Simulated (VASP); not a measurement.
# ZnAu (Pm-3m) in VASP: single point with LDA

Aim: the single point of ZnAu with LDA.

Program: VASP 6.6.1. These are calculated values, not measurements. Logs are shortened: lines on timing, memory, paths and dates and some standing lists are left out, and cuts for length are marked.

**1. The cell of the first run**

The structure is cubic, space group Pm-3m (No. 221). Conventional cell: a = 3.147 Å, b = 3.147 Å, c = 3.147 Å, α = 90.00°, β = 90.00°, γ = 90.00°. Within 3.6 Å of Zn (site symmetry m-3m) lie 8 Au at 2.73 Å and 6 Zn at 3.15 Å. Within 3.6 Å of Au (site symmetry m-3m) lie 8 Zn at 2.73 Å and 6 Au at 3.15 Å.

**2. Single point, LDA**

INCAR

```
SYSTEM = ZnAu
PREC = Accurate ; ENCUT = 520
EDIFF = 1E-6 ; ISMEAR = 0
SIGMA = 0.1 ; LREAL = .False.
LASPH = .True. ; NELM = 100
ALGO = Normal ; ISIF = 2
LWAVE = .False. ; LCHARG = .False.
GGA = CA ; NBANDS = 18
```

KPOINTS

```
Automatic mesh
0
Gamma
  6 6 6
  0 0 0
```

POSCAR

```
ZnAu
1.0
    3.1470000000      0.0000000000      0.0000000000
    0.0000000000      3.1470000000      0.0000000000
    0.0000000000      0.0000000000      3.1470000000
Zn Au
1 1
Direct
    0.5000000000      0.5000000000      0.5000000000
    0.0000000000      0.0000000000      0.0000000000
```

Potentials or basis: VASP PAW LDA potentials, release 64 (Zn, Au).

Command:

```
$ cat potpaw_LDA.64/Zn/POTCAR potpaw_LDA.64/Au/POTCAR > POTCAR
$ mpirun -np 1 vasp_std > vasp.out
```

OUTCAR:

```text
SYSTEM = ZnAu
   PREC = Accurate
   ENCUT = 520
   EDIFF = 1E-6
   ISMEAR = 0
   LREAL = .False.
   LASPH = .True.
   NELM = 100
   ISIF = 2
   GGA = CA

 ion  position               nearest neighbor table
   1  0.500  0.500  0.500-   2 2.73   2 2.73   2 2.73   2 2.73   2 2.73   2 2.73   2 2.73   2 2.73

   2  0.000  0.000  0.000-   1 2.73   1 2.73   1 2.73   1 2.73   1 2.73   1 2.73   1 2.73   1 2.73

  LATTYP: Found a simple cubic cell.
 ALAT       =     3.1470000000

  Lattice vectors:

 A1 = (   3.1470000000,   0.0000000000,   0.0000000000)
 A2 = (   0.0000000000,   3.1470000000,   0.0000000000)
 A3 = (   0.0000000000,   0.0000000000,   3.1470000000)

Analysis of symmetry for initial positions (statically):
=====================================================================
 Subroutine PRICEL returns:
 Original cell was already a primitive cell.

 Routine SETGRP: Setting up the symmetry group for a
 simple cubic supercell.

 Subroutine GETGRP returns: Found 48 space group operations
 (whereof 48 operations were pure point group operations)
 out of a pool of 48 trial point group operations.

The static configuration has the point symmetry O_h .

Analysis of symmetry for dynamics (positions and initial velocities):
=====================================================================
 Subroutine PRICEL returns:
 Original cell was already a primitive cell.

 Routine SETGRP: Setting up the symmetry group for a
 simple cubic supercell.

 Subroutine GETGRP returns: Found 48 space group operations
 (whereof 48 operations were pure point group operations)
 out of a pool of 48 trial point group operations.

The dynamic configuration has the point symmetry O_h .

 Subroutine INISYM returns: Found 48 space group operations
 (whereof 48 operations are pure point group operations),
 and found     1 'primitive' translations

----------------------------------------------------------------------------------------

                                     Primitive cell

  volume of cell :      31.1667

  direct lattice vectors                    reciprocal lattice vectors
     3.147000000  0.000000000  0.000000000     0.317762949  0.000000000  0.000000000
     0.000000000  3.147000000  0.000000000     0.000000000  0.317762949  0.000000000
     0.000000000  0.000000000  3.147000000     0.000000000  0.000000000  0.317762949

  length of vectors
     3.147000000  3.147000000  3.147000000     0.317762949  0.317762949  0.317762949

  position of ions in fractional coordinates (direct lattice)
     0.500000000  0.500000000  0.500000000
     0.000000000  0.000000000  0.000000000

  ion indices of the primitive-cell ions
   primitive index   ion index
                 1           1
                 2           2

----------------------------------------------------------------------------------------

 KPOINTS: Automatic mesh

Automatic generation of k-mesh.
 Grid dimensions read from file:
 generate k-points for:    6    6    6

 Generating k-lattice:

  Cartesian coordinates                     Fractional coordinates (reciprocal lattice)
     0.052960491  0.000000000  0.000000000     0.166666667  0.000000000  0.000000000
     0.000000000  0.052960491  0.000000000     0.000000000  0.166666667  0.000000000
     0.000000000  0.000000000  0.052960491     0.000000000  0.000000000  0.166666667

  Length of vectors
     0.052960491  0.052960491  0.052960491

  Shift w.r.t. Gamma in fractional coordinates (k-lattice)
     0.000000000  0.000000000  0.000000000

 Subroutine IBZKPT returns following result:
 ===========================================

 Found     20 irreducible k-points:

 Following reciprocal coordinates:
            Coordinates               Weight
  0.000000  0.000000  0.000000      1.000000
  0.166667  0.000000  0.000000      6.000000
  0.333333  0.000000  0.000000      6.000000
  0.500000  0.000000  0.000000      3.000000
  0.166667  0.166667  0.000000     12.000000
  0.333333  0.166667  0.000000     24.000000
[... 12 lines left out ...]
  0.500000  0.500000  0.333333      6.000000
  0.500000  0.500000  0.500000      1.000000
   k-points           NKPTS =     20   k-points in BZ     NKDIM =     20   number of bands    NBANDS=     18
   number of dos      NEDOS =    301   number of ions     NIONS =      2
   total plane-waves  NPLWV =  13824
   dimension x,y,z NGX =    24 NGY =   24 NGZ =   24
   dimension x,y,z NGXF=    48 NGYF=   48 NGZF=   48
   ions per type =               1   1
   NGX,Y,Z   is equivalent  to a cutoff of  12.68, 12.68, 12.68 a.u.
   NGXF,Y,Z  is equivalent  to a cutoff of  25.36, 25.36, 25.36 a.u.
 SYSTEM =  ZnAu
   PREC   = accura    normal or accurate (medium, high low for compatibility)
   ISTART =      0    job   : 0-new  1-cont  2-samecut
   ICHARG =      2    charge: 1-file 2-atom 10-const
   ISPIN  =      1    spin polarized calculation?
   LNONCOLLINEAR =      F non collinear calculations
   LSORBIT =      F    spin-orbit coupling
   LASPH  =      T    aspherical Exc in radial PAW
   ENCUT  =  520.0 eV  38.22 Ry    6.18 a.u.   5.85  5.85  5.85*2*pi/ulx,y,z
   NELM   =    100;   NELMIN=  2; NELMDL= -5     # of ELM steps
   EDIFF  = 0.1E-05   stopping-criterion for ELM
   LREAL  =      F    real-space projection
   EDIFFG = 0.1E-04   stopping-criterion for IOM
   NSW    =      0    number of steps for IOM
   IBRION =     -1    ionic relax: 0-MD 1-quasi-New 2-CG
   NFREE  =      0    steps in history (QN), initial steepest desc. (CG)
   ISIF   =      2    stress and relaxation
   ISYM   =      2    0-nonsym 1-usesym 2-fastsym
   POTIM  = 0.5000    time-step for ionic-motion
   TEBEG  =    0.0;   TEEND  =   0.0 temperature during run
   PSTRESS=    0.0 pullay stress
   NELECT =      23.0000    total number of electrons
   NUPDOWN=      -1.0000    fix difference up-down
   EMIN   =  10.00;   EMAX   =-10.00  energy-range for DOS
   EFERMI =   0.00;   METHOD = LEGACY
   ISMEAR =     0;   SIGMA  =   0.10  broadening in eV -4-tet -1-fermi 0-gaus
   EFERMI_NEDOS =   21; number of points for ismear=-14 and -15
   IALGO  =     38    algorithm
   IMIX   =      4    mixing-type and parameters
     AMIX     =   0.40;   BMIX     =  1.00
     AMIX_MAG =   1.60;   BMIX_MAG =  1.00
  volume/ion in A,a.u.               =      15.58       105.16
  Fermi-wavevector in a.u.,A,eV,Ry     =   1.479406  2.795672 29.778283  2.188642
  Thomas-Fermi vector in A             =   2.593568
   LORBIT       =      0    0 simple, 1 ext, 2 COOP (PROOUT), +10 PAW based schemes
   GGA     = CA    functional components
   LHFCALC =     F    Hartree Fock is set to
   AEXX    =    0.0000 exact exchange contribution
   IVDW    =     0    specifies the selected vdW correction
   LEPSILON=     F    determine dielectric tensor
   LRPA    =     F    only Hartree local field effects (RPA)
 non-spin polarized calculation
 Gauss-broadening in eV      SIGMA  =   0.10
  energy-cutoff  :      520.00
  volume of cell :       31.17
 maximum number of plane-waves:       848
 NGX is ok and might be reduce to    24
   NGX = 11   NGY = 11   NGZ = 11

 number of electron      23.0000000 magnetization

 Free energy of the ion-electron system (eV)
  ---------------------------------------------------
  ext. energy  EPLUGINS =         0.00000000
  ---------------------------------------------------
  free energy    TOTEN  =        -6.68954228 eV

  energy without entropy =       -6.67931389  energy(sigma->0) =       -6.68442809

 E-fermi :   6.9810     XC(G=0): -12.6776

 val. band max:        6.4052563157   @ k =   0.3333   0.1667   0.0000
 cond. band min:       7.0117415041   @ k =   0.3333   0.1667   0.1667
 fundamental gap:      0.6064851884
 Fermi energy:         6.9810355649

 k-point     1 :       0.0000    0.0000    0.0000
  band No.  band energies     occupation
      1      -3.7621      2.00000
      2      -1.3005      2.00000
      3      -1.3005      2.00000
      4      -0.6268      2.00000
      5      -0.6268      2.00000
      6      -0.6268      2.00000
[... 10 lines left out ...]
     17      19.1146      0.00000
     18      25.2124      0.00000

 k-point     2 :       0.1667    0.0000    0.0000
  band No.  band energies     occupation
      1      -3.2757      2.00000
      2      -1.1990      2.00000
      3      -1.1658      2.00000
      4      -0.6317      2.00000
      5      -0.6317      2.00000
      6      -0.5885      2.00000
[... 10 lines left out ...]
     17      21.3757      0.00000
     18      24.7255      0.00000

 k-point     3 :       0.3333    0.0000    0.0000
  band No.  band energies     occupation
      1      -1.9622      2.00000
      2      -0.9706      2.00000
      3      -0.9011      2.00000
      4      -0.6352      2.00000
      5      -0.6352      2.00000
      6      -0.5092      2.00000
[... 10 lines left out ...]
     17      21.3816      0.00000
     18      21.4898      0.00000

 k-point     4 :       0.5000    0.0000    0.0000
  band No.  band energies     occupation
      1      -0.9210      2.00000
      2      -0.8382      2.00000
      3      -0.6447      2.00000
      4      -0.6329      2.00000
      5      -0.6329      2.00000
      6      -0.4681      2.00000
[... 291 lines left out ...]
      4      -0.5934      2.00000
      5      -0.4574      2.00000
      6       0.4871      2.00000
[... 10 lines left out ...]
     17      16.6921      0.00000
     18      17.9748      0.00000

 k-point    19 :       0.5000    0.5000    0.3333
  band No.  band energies     occupation
      1      -1.0200      2.00000
      2      -0.9310      2.00000
      3      -0.9310      2.00000
      4      -0.6303      2.00000
      5      -0.2865      2.00000
      6       0.4574      2.00000
[... 10 lines left out ...]
     17      15.0063      0.00000
     18      15.0063      0.00000

 k-point    20 :       0.5000    0.5000    0.5000
  band No.  band energies     occupation
      1      -0.8969      2.00000
      2      -0.8969      2.00000
      3      -0.8969      2.00000
      4      -0.2843      2.00000
      5      -0.2843      2.00000
      6       0.4361      2.00000
[... 10 lines left out ...]
     17      12.7778      0.00000
     18      12.7778      0.00000

------------------------ aborting loop because EDIFF is reached ----------------------------------------

  FORCE on cell =-STRESS in cart. coord.  units (eV):
  Direction    XX          YY          ZZ          XY          YZ          ZX
  --------------------------------------------------------------------------------------
  -------------------------------------------------------------------------------------
  Total       -1.1862437     -1.1862437     -1.1862437      0.0000000      0.0000000     -0.0000000
  in kB      -60.9809597    -60.9809597    -60.9809597      0.0000000      0.0000000     -0.0000000
  external PRESSURE =     -60.9809597 kB  Pullay stress =       0.0000000 kB

 VOLUME and BASIS-vectors are now :
 -----------------------------------------------------------------------------
  energy-cutoff  :      520.00
  volume of cell :       31.17
      direct lattice vectors                 reciprocal lattice vectors
     3.147000000  0.000000000  0.000000000     0.317762949  0.000000000  0.000000000
     0.000000000  3.147000000  0.000000000     0.000000000  0.317762949  0.000000000
     0.000000000  0.000000000  3.147000000     0.000000000  0.000000000  0.317762949

 POSITION                                       TOTAL-FORCE (eV/Angst)
 -----------------------------------------------------------------------------------
      1.57350      1.57350      1.57350         0.000000      0.000000      0.000000
      0.00000      0.00000      0.00000         0.000000      0.000000      0.000000
 -----------------------------------------------------------------------------------
    total drift:                                0.000000      0.000000     -0.000000

  FREE ENERGIE OF THE ION-ELECTRON SYSTEM (eV)
  ---------------------------------------------------
  free  energy   TOTEN  =        -6.6895422802 eV

  energy  without entropy=       -6.6793138915  energy(sigma->0) =       -6.68442809
```

Wall time 4.3 s (1 thread of Intel Xeon Platinum 8375C at 2.90GHz (Ice Lake), shared host); peak memory 0.13 GiB.

Results:

```
Free energy : -6.6895 eV
Pressure    : -6.1 GPa
```

Caveat: spin-orbit coupling is left out, which moves the levels of the heavy elements.
